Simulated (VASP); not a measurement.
A run of VASP 6.6.1 is set up as follows.

The input INCAR:

```
PREC = Accurate ; ENCUT = 520
EDIFF = 1E-6 ; ISMEAR = 0
SIGMA = 0.1 ; LREAL = False
LASPH = True ; NELM = 100
ALGO = Normal ; ISIF = 2
LWAVE = False ; LCHARG = False
GGA = PE ; NBANDS = 16
```

KPOINTS

```
regular mesh
0
Gamma
  6 6 6
```

The input POSCAR:

```
ZnS
1.0
    0.0000000000      2.6936828800      2.6936828800
    2.6936828800      0.0000000000      2.6936828800
    2.6936828800      2.6936828800      0.0000000000
Zn S
1 1
Direct
    0.0000000000      0.0000000000      0.0000000000
    0.7500000000      0.7500000000      0.7500000000
```

Potentials or basis: VASP PAW PBE potentials, release 64 (Zn, S).

The run is started by

```sh
$ cat potpaw_PBE.64/Zn/POTCAR potpaw_PBE.64/S/POTCAR > POTCAR
$ mpirun -np 1 vasp_std > vasp.out
```

(1) Predict the pressure.

(2) Estimate the band gap on the k mesh.

Answers

(1) 2.5 GPa.

(2) 2.15 eV, direct.
